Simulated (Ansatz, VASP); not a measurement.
# Two plane-wave programs on C21O

```
C O
1.0
     5.03042    0.00000    0.00000
     0.00000    3.55705    0.00000
     0.00000    0.00000   23.82514
C O
21 1
Direct
  0.25000 0.00000 0.16789
  0.75000 0.00000 0.16789
  0.00000 0.25000 0.16789
  0.50000 0.25000 0.16789
  0.00000 0.50000 0.22067
  0.50000 0.50000 0.22067
  0.25000 0.75000 0.22067
  0.75000 0.75000 0.22067
  0.25000 0.00238 0.27332
  0.75000 0.00238 0.27332
  0.00000 0.24762 0.27332
  0.50000 0.24762 0.27332
  0.00000 0.50947 0.32757
  0.50000 0.50947 0.32757
  0.25000 0.74053 0.32757
  0.75000 0.74053 0.32757
  0.25000 0.02867 0.37251
  0.75000 0.02867 0.37251
  0.00000 0.22133 0.37251
  0.50000 0.22133 0.37251
  0.25000 0.77867 0.55509
  0.25000 0.77867 0.50682
```

Alike in both runs: task single point; functional PBE; dispersion D3(BJ); k mesh 5 × 8 × 1; occupations gaussian, width 0.05 eV; no spin polarisation.

|  | VASP | Ansatz |
| --- | --- | --- |
| version | VASP 6.6.1 | Ansatz 0.2.0 |
| potentials or method | VASP PAW PBE potentials, release 64 (C, O), cutoff 520 eV | scalar-relativistic, plane waves, PAW |
| valence electrons in the cell | 90 | 90 |

```csv
,VASP,Ansatz,Ansatz less VASP
gap on the k mesh at the Fermi level (eV),none,none,-
rms of the force components (eV/Å),1.138,1.166,+0.0284
"work function, face that differs most (eV)",5.64,5.68,+0.041
```

A gap of «none» marks a metal or a gap that the smearing closes.

Noted on VASP's run: the standard files for N, O and F lose accuracy on very short bonds.
